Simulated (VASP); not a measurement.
# H4CO in VASP: relaxation of the atoms with PBE+D3(BJ)

Aim: the relaxation of the atoms of H4CO with PBE+D3(BJ).

All numbers are computed with VASP 6.6.1; they aren't measurements. Logs are shortened: lines on timing, memory, paths and dates and some standing lists are left out, and cuts for length are marked.

### 1 The cell of the first run

The cell holds a disordered packing, 36 atoms: a = 7.380 Å, b = 7.380 Å, c = 7.380 Å, α = 90.00°, β = 90.00°, γ = 90.00°.

### 2 Relaxation of the atoms, PBE+D3(BJ)

File INCAR:

```
ALGO = Normal
EDIFF = 1E-6
EDIFFG = -0.3
ENCUT = 520
GGA = PE
IBRION = 2
ISIF = 2
ISMEAR = -1
IVDW = 12
LASPH = True
LCHARG = False
LREAL = Auto
LWAVE = False
NELM = 100
NSW = 35
PREC = Accurate
SIGMA = 0.02
```

File KPOINTS:

```
k-points
0
Gamma
  1 1 1
```

File POSCAR:

```
H4CO
1.0
    7.3803230000      0.0000000000      0.0000000000
    0.0000000000      7.3803230000      0.0000000000
    0.0000000000      0.0000000000      7.3803230000
C O H
6 6 24
Direct
    0.6191141000      0.5114276000      0.2355490000
    0.7051602000      0.3876779000      0.6395191000
    0.2992358000      0.5515914000      0.5001651000
    0.2907383000      0.0719903000      0.6719090000
    0.1676408000      0.2250740000      0.0464446000
    0.8572498000      0.9015960000      0.3911326000
    0.7932417000      0.5038887000      0.1531152000
    0.6706002000      0.2267237000      0.7398780000
    0.1172322000      0.5033923000      0.5416873000
    0.1986573000     -0.0851330000      0.7352015000
    0.2825968000      0.0753287000      0.0856115000
    0.9131444000      1.0857262000      0.3791153000
    0.6159866000      0.6362516000      0.3143089000
    0.7984094000      0.3933066000      0.0822710000
    0.5094723000      0.5160934000      0.1353512000
    0.5952329000      0.3970711000      0.3273912000
    0.5749979000      0.4313688000      0.5852711000
    0.7853269000      0.1858360000      0.7892744000
    0.7597452000      0.4965588000      0.7246549000
    0.7981914000      0.3644345000      0.5259954000
    0.2920396000      0.6486988000      0.3892041000
    0.1210931000      0.4167811000      0.6404679000
    0.3680422000      0.6161427000      0.6149758000
    0.3796833000      0.4348726000      0.4555826000
    0.1867310000      0.1623814000      0.6189386000
    0.2894424000     -0.1673010000      0.7829564000
    0.3634615000      0.1423681000      0.7807253000
    0.3864743000      0.0410005000      0.5625612000
    0.0779982000      0.1810941000     -0.0622933000
    0.3635211000      0.1121905000      0.1823921000
    0.0844886000      0.2643429000      0.1631766000
    0.2437474000      0.3438510000     -0.0002727000
    0.9800817000      0.8223209000      0.4116688000
    0.8051996000      1.1584279000      0.3607736000
    0.7659690000      0.8777801000      0.5059511000
    0.7909884000      0.8545711000      0.2667108000
```

Potentials or basis: VASP PAW PBE potentials, release 64 (C, O, H).

The run is started by

```sh
$ cat potpaw_PBE.64/C/POTCAR potpaw_PBE.64/O/POTCAR potpaw_PBE.64/H/POTCAR > POTCAR
$ mpirun -np 1 vasp_gam > vasp.out
```

OUTCAR:

```text
EDIFF = 1E-6
   EDIFFG = -0.3
   ENCUT = 520
   GGA = PE
   IBRION = 2
   ISIF = 2
   ISMEAR = -1
   IVDW = 12
   LASPH = True
   LREAL = Auto
   NELM = 100
   NSW = 35
   PREC = Accurate
 IVDW          = 12

 ion  position               nearest neighbor table
   1  0.619  0.511  0.236-  13 1.09  15 1.10  16 1.10   7 1.42
   2  0.705  0.388  0.640-  17 1.09  19 1.10  20 1.10   8 1.42
   3  0.299  0.552  0.500-  21 1.09  24 1.10  23 1.10   9 1.42
   4  0.291  0.072  0.672-  25 1.09  27 1.10  28 1.10  10 1.42
   5  0.168  0.225  0.046-  29 1.09  31 1.10  32 1.10  11 1.42
   6  0.857  0.902  0.391-  33 1.09  35 1.10  36 1.10  12 1.42
   7  0.793  0.504  0.153-  14 0.97   1 1.42
   8  0.671  0.227  0.740-  18 0.97   2 1.42
   9  0.117  0.503  0.542-  22 0.97   3 1.42
  10  0.199  0.915  0.735-  26 0.97   4 1.42
  11  0.283  0.075  0.086-  30 0.97   5 1.42
  12  0.913  0.086  0.379-  34 0.97   6 1.42
  13  0.616  0.636  0.314-   1 1.09
  14  0.798  0.393  0.082-   7 0.97
  15  0.509  0.516  0.135-   1 1.10
  16  0.595  0.397  0.327-   1 1.10
  17  0.575  0.431  0.585-   2 1.09
  18  0.785  0.186  0.789-   8 0.97
[... 16 lines left out ...]
  35  0.766  0.878  0.506-   6 1.10
  36  0.791  0.855  0.267-   6 1.10

  LATTYP: Found a simple cubic cell.
 ALAT       =     7.3803230000

  Lattice vectors:

 A1 = (   7.3803230000,   0.0000000000,   0.0000000000)
 A2 = (   0.0000000000,   7.3803230000,   0.0000000000)
 A3 = (   0.0000000000,   0.0000000000,   7.3803230000)

Analysis of symmetry for initial positions (statically):
=====================================================================
 Subroutine PRICEL returns:
 Original cell was already a primitive cell.

 Routine SETGRP: Setting up the symmetry group for a
 simple cubic supercell.

 Subroutine GETGRP returns: Found  1 space group operations
 (whereof  1 operations were pure point group operations)
 out of a pool of 48 trial point group operations.

The static configuration has the point symmetry C_1 .

Analysis of symmetry for dynamics (positions and initial velocities):
=====================================================================
 Subroutine PRICEL returns:
 Original cell was already a primitive cell.

 Routine SETGRP: Setting up the symmetry group for a
 simple cubic supercell.

 Subroutine GETGRP returns: Found  1 space group operations
 (whereof  1 operations were pure point group operations)
 out of a pool of 48 trial point group operations.

The dynamic configuration has the point symmetry C_1 .

 Subroutine INISYM returns: Found  1 space group operations
 (whereof  1 operations are pure point group operations),
 and found     1 'primitive' translations

----------------------------------------------------------------------------------------

                                     Primitive cell

  volume of cell :     402.0001

  direct lattice vectors                    reciprocal lattice vectors
     7.380323000  0.000000000  0.000000000     0.135495425  0.000000000  0.000000000
     0.000000000  7.380323000  0.000000000     0.000000000  0.135495425  0.000000000
     0.000000000  0.000000000  7.380323000     0.000000000  0.000000000  0.135495425

  length of vectors
     7.380323000  7.380323000  7.380323000     0.135495425  0.135495425  0.135495425

  position of ions in fractional coordinates (direct lattice)
     0.619114100  0.511427600  0.235549000
     0.705160200  0.387677900  0.639519100
     0.299235800  0.551591400  0.500165100
     0.290738300  0.071990300  0.671909000
     0.167640800  0.225074000  0.046444600
     0.857249800  0.901596000  0.391132600
[... 28 lines left out ...]
     0.765969000  0.877780100  0.505951100
     0.790988400  0.854571100  0.266710800

  ion indices of the primitive-cell ions
   primitive index   ion index
                 1           1
                 2           2
                 3           3
                 4           4
                 5           5
                 6           6
[... 28 lines left out ...]
                35          35
                36          36

----------------------------------------------------------------------------------------

 KPOINTS: k-points

Automatic generation of k-mesh.
 Grid dimensions read from file:
 generate k-points for:    1    1    1

 Generating k-lattice:

  Cartesian coordinates                     Fractional coordinates (reciprocal lattice)
     0.135495425  0.000000000  0.000000000     1.000000000  0.000000000  0.000000000
     0.000000000  0.135495425  0.000000000     0.000000000  1.000000000  0.000000000
     0.000000000  0.000000000  0.135495425     0.000000000  0.000000000  1.000000000

  Length of vectors
     0.135495425  0.135495425  0.135495425

  Shift w.r.t. Gamma in fractional coordinates (k-lattice)
     0.000000000  0.000000000  0.000000000

 Subroutine IBZKPT returns following result:
 ===========================================

 Found      1 irreducible k-points:

 Following reciprocal coordinates:
            Coordinates               Weight
  0.000000  0.000000  0.000000      1.000000
   k-points           NKPTS =      1   k-points in BZ     NKDIM =      1   number of bands    NBANDS=     61
   number of dos      NEDOS =    301   number of ions     NIONS =     36
   total plane-waves  NPLWV = 175616
   dimension x,y,z NGX =    56 NGY =   56 NGZ =   56
   dimension x,y,z NGXF=   112 NGYF=  112 NGZF=  112
   ions per type =               6   6  24
   NGX,Y,Z   is equivalent  to a cutoff of  12.61, 12.61, 12.61 a.u.
   NGXF,Y,Z  is equivalent  to a cutoff of  25.23, 25.23, 25.23 a.u.
 SYSTEM =  unknown system
   PREC   = accura    normal or accurate (medium, high low for compatibility)
   ISTART =      0    job   : 0-new  1-cont  2-samecut
   ICHARG =      2    charge: 1-file 2-atom 10-const
   ISPIN  =      1    spin polarized calculation?
   LNONCOLLINEAR =      F non collinear calculations
   LSORBIT =      F    spin-orbit coupling
   LASPH  =      T    aspherical Exc in radial PAW
   ENCUT  =  520.0 eV  38.22 Ry    6.18 a.u.  13.72 13.72 13.72*2*pi/ulx,y,z
   NELM   =    100;   NELMIN=  2; NELMDL= -5     # of ELM steps
   EDIFF  = 0.1E-05   stopping-criterion for ELM
   LREAL  =      T    real-space projection
   EDIFFG = -.3E+00   stopping-criterion for IOM
   NSW    =     35    number of steps for IOM
   IBRION =      2    ionic relax: 0-MD 1-quasi-New 2-CG
   NFREE  =      1    steps in history (QN), initial steepest desc. (CG)
   ISIF   =      2    stress and relaxation
   ISYM   =      2    0-nonsym 1-usesym 2-fastsym
   POTIM  = 0.5000    time-step for ionic-motion
   TEBEG  =    0.0;   TEEND  =   0.0 temperature during run
   PSTRESS=    0.0 pullay stress
   NELECT =      84.0000    total number of electrons
   NUPDOWN=      -1.0000    fix difference up-down
   EMIN   =  10.00;   EMAX   =-10.00  energy-range for DOS
   EFERMI =   0.00;   METHOD = LEGACY
   ISMEAR =    -1;   SIGMA  =   0.02  broadening in eV -4-tet -1-fermi 0-gaus
   EFERMI_NEDOS =   21; number of points for ismear=-14 and -15
   IALGO  =     38    algorithm
   IMIX   =      4    mixing-type and parameters
     AMIX     =   0.40;   BMIX     =  1.00
     AMIX_MAG =   1.60;   BMIX_MAG =  1.00
  volume/ion in A,a.u.               =      11.17        75.36
  Fermi-wavevector in a.u.,A,eV,Ry     =   0.971462  1.835797 12.840345  0.943739
  Thomas-Fermi vector in A             =   2.101681
   LORBIT       =      0    0 simple, 1 ext, 2 COOP (PROOUT), +10 PAW based schemes
   GGA     = PE    functional components
   LHFCALC =     F    Hartree Fock is set to
   AEXX    =    0.0000 exact exchange contribution
   IVDW    =    12    specifies the selected vdW correction
   LEPSILON=     F    determine dielectric tensor
   LRPA    =     F    only Hartree local field effects (RPA)
 conjugate gradient relaxation of ions
 non-spin polarized calculation
  energy-cutoff  :      520.00
  volume of cell :      402.00
 maximum number of plane-waves:      5414
 NGX is ok and might be reduce to    54
   NGX = 27   NGY = 27   NGZ = 27

--------------------------------------- Ionic step        1  -------------------------------------------

 number of electron      84.0000008 magnetization

 Free energy of the ion-electron system (eV)
  ---------------------------------------------------
  ext. energy  EPLUGINS =         0.00000000
  ---------------------------------------------------
  free energy    TOTEN  =      -180.83431689 eV

  energy without entropy =     -180.83431689  energy(sigma->0) =     -180.83431689

------------------------ aborting loop because EDIFF is reached ----------------------------------------

 Edisp (eV)   -1.25342

 E8    (eV) :    -0.2726

  FORCE on cell =-STRESS in cart. coord.  units (eV):
  Direction    XX          YY          ZZ          XY          YZ          ZX
  --------------------------------------------------------------------------------------
  -------------------------------------------------------------------------------------
  Total       3.67685     2.97969     4.42245    -0.29493    -0.37196    -0.33353
  in kB      14.65415    11.87560    17.62575    -1.17544    -1.48245    -1.32931
  external pressure =       14.72 kB  Pullay stress =        0.00 kB
[... 199 lines left out ...]
  FREE ENERGIE OF THE ION-ELECTRON SYSTEM (eV)
  ---------------------------------------------------
  free  energy   TOTEN  =      -182.1284111431 eV

  energy  without entropy=     -182.1284111431  energy(sigma->0) =     -182.12841114

[... ionic steps 4 to 23 ...]

--------------------------------------- Ionic step       24  -------------------------------------------

 number of electron      84.0000004 magnetization

------------------------ aborting loop because EDIFF is reached ----------------------------------------

 Edisp (eV)   -1.24011

 E8    (eV) :    -0.2685
[... 137 lines left out ...]
  energy  without entropy=     -182.8372713514  energy(sigma->0) =     -182.83727135

--------------------------------------- Ionic step       26  -------------------------------------------

 number of electron      84.0000001 magnetization

 Free energy of the ion-electron system (eV)
  ---------------------------------------------------
  ext. energy  EPLUGINS =         0.00000000
  ---------------------------------------------------
  free energy    TOTEN  =      -181.61152036 eV

  energy without entropy =     -181.61152036  energy(sigma->0) =     -181.61152036

 E-fermi :  -2.6593     XC(G=0):  -6.3719

 val. band max:       -3.1864618719   @ k =   0.0000   0.0000   0.0000
 cond. band min:       1.3262862110   @ k =   0.0000   0.0000   0.0000
 fundamental gap:      4.5127480829
 Fermi energy:        -2.6593174699

 k-point     1 :       0.0000    0.0000    0.0000
  band No.  band energies     occupation
      1     -22.7562      2.00000
      2     -22.5595      2.00000
      3     -22.5149      2.00000
      4     -22.5132      2.00000
      5     -22.3472      2.00000
      6     -22.3416      2.00000
[... 46 lines left out ...]
     53       4.9384      0.00000
     54       5.0739      0.00000
 [bands above 54 left out]

------------------------ aborting loop because EDIFF is reached ----------------------------------------

 Edisp (eV)   -1.23991

 E8    (eV) :    -0.2684

  FORCE on cell =-STRESS in cart. coord.  units (eV):
  Direction    XX          YY          ZZ          XY          YZ          ZX
  --------------------------------------------------------------------------------------
  -------------------------------------------------------------------------------------
  Total       0.94142    -0.40423    -0.62125     0.29533    -0.00786    -0.41510
  in kB       3.75203    -1.61107    -2.47599     1.17704    -0.03133    -1.65438
  external pressure =       -0.11 kB  Pullay stress =        0.00 kB
[... 51 lines left out ...]
  FREE ENERGIE OF THE ION-ELECTRON SYSTEM (eV)
  ---------------------------------------------------
  free  energy   TOTEN  =      -182.8514284208 eV

  energy  without entropy=     -182.8514284208  energy(sigma->0) =     -182.85142842

 reached required accuracy - stopping structural energy minimisation
```

It took 9.1 min on 1 thread of Intel Xeon 6975P-C (Granite Rapids), shared host; peak memory 0.45 GiB.

Results:

```
Free energy                  : -182.8514 eV
Energy gained by relaxing    : 21.2 meV/atom
Ionic steps                  : 26
Pressure after relaxing      : 0.0 GPa
Largest force after relaxing : 0.300 eV/Å
Band gap on the k mesh       : 4.51 eV
Dispersion energy per atom   : -0.034 eV
```

Forces in eV/Å, atoms in the order of the input:
```
C    0.089  0.082 -0.079
C    0.097 -0.027 -0.010
C   -0.126 -0.089  0.052
C   -0.125  0.058  0.075
C    0.024 -0.049 -0.060
C   -0.079  0.069  0.010
O    0.051 -0.200  0.098
O   -0.078  0.284  0.056
O    0.045 -0.117 -0.068
O   -0.060  0.166 -0.159
O   -0.049 -0.029 -0.087
O   -0.011  0.030  0.139
H   -0.066 -0.062  0.058
H   -0.066  0.007 -0.214
H   -0.095 -0.055 -0.003
H    0.012  0.064 -0.021
H   -0.133 -0.063  0.114
H    0.094 -0.278 -0.036
H   -0.085  0.089 -0.007
H   -0.044  0.041 -0.020
H    0.076  0.064 -0.036
H   -0.020 -0.018  0.121
H    0.190  0.003 -0.112
H    0.062  0.077  0.022
H   -0.019 -0.134 -0.079
H    0.062  0.129  0.111
H    0.274  0.075 -0.026
H   -0.036 -0.076  0.149
H    0.111  0.097  0.067
H   -0.028 -0.038 -0.008
H   -0.048  0.003  0.076
H   -0.015 -0.041 -0.041
H   -0.109 -0.043  0.037
H   -0.042  0.086 -0.114
H    0.044 -0.137  0.003
H    0.103  0.033 -0.007
```

Stress tensor (GPa, compression positive):
```
 0.38  0.12 -0.17
 0.12 -0.16  0.00
-0.17  0.00 -0.25
```

The path:
```tsv
step	energy change (eV)	largest force (eV/Å)	pressure (GPa)
1	0.0000	0.5499	1.47
2	-0.0287	0.8543	0.58
3	-0.0407	0.4908	0.88
4	-0.0831	0.4539	0.31
5	-0.0922	0.7521	-0.10
6	-0.1256	0.4722	-0.13
7	-0.1577	0.6781	-0.21
8	-0.1886	0.5273	-0.11
9	-0.2474	0.5259	0.17
10	-0.1995	1.7124	0.69
11	-0.2570	0.7121	0.32
12	-0.3030	0.4524	0.47
13	-0.3609	0.9455	0.89
14	-0.4051	0.8274	0.76
15	-0.4922	0.9009	0.29
16	-0.3359	3.0907	-0.87
17	-0.5015	1.2449	0.11
18	-0.5647	0.6593	-0.07
19	-0.5850	0.5827	-0.27
20	-0.6267	0.4441	-0.30
21	-0.6749	0.9107	-0.49
22	-0.6977	0.7608	-0.48
23	-0.7173	0.8886	-0.47
24	-0.7421	0.3095	-0.28
25	-0.7495	0.4683	-0.08
26	-0.7637	0.2997	-0.01
```

Final structure:
```
C O H
1.0
     7.38032    0.00000    0.00000
     0.00000    7.38032    0.00000
     0.00000    0.00000    7.38032
C O H
6 6 24
Direct
  0.61927 0.50365 0.20005
  0.73570 0.39728 0.68489
  0.26918 0.55609 0.49968
  0.29084 0.06168 0.63914
  0.17027 0.22684 0.05850
  0.86061 0.89941 0.39149
  0.79330 0.50145 0.11744
  0.73196 0.24657 0.81061
  0.09209 0.52386 0.57047
  0.19838 0.90549 0.70806
  0.29647 0.08479 0.10170
  0.91583 0.08652 0.38999
  0.61838 0.61742 0.29563
  0.79949 0.39221 0.04260
  0.51049 0.52584 0.10000
  0.58953 0.37743 0.27582
  0.59984 0.42595 0.63145
  0.80854 0.15316 0.75958
  0.78817 0.51750 0.75498
  0.82601 0.36905 0.57058
  0.25452 0.65497 0.39002
  0.10060 0.41638 0.64579
  0.35699 0.61258 0.60602
  0.32769 0.43026 0.44363
  0.18955 0.15391 0.57967
  0.24360 0.87965 0.82899
  0.36235 0.13249 0.74777
  0.38806 0.02476 0.53044
  0.07844 0.17150 0.95468
  0.35193 0.11386 0.21744
  0.08887 0.26619 0.17605
  0.24025 0.34786 0.00473
  0.98239 0.81951 0.41867
  0.80894 0.16009 0.36938
  0.76121 0.87547 0.50058
  0.80122 0.85805 0.26087
```

Levels at points of the mesh, in eV from the valence-band top:
| k point | band 40 | band 41 | band 42 | band 43 | band 44 | band 45 |
| --- | --- | --- | --- | --- | --- | --- |
| (0.00, 0.00, 0.00) | -0.18 | -0.07 | 0.00 | 4.51 | 5.60 | 6.06 |

Caveat: the k points lie up to 0.85 Å⁻¹ apart; the relaxation stopped at a loose force limit of 0.3 eV/Å, so its end isn't a converged minimum.
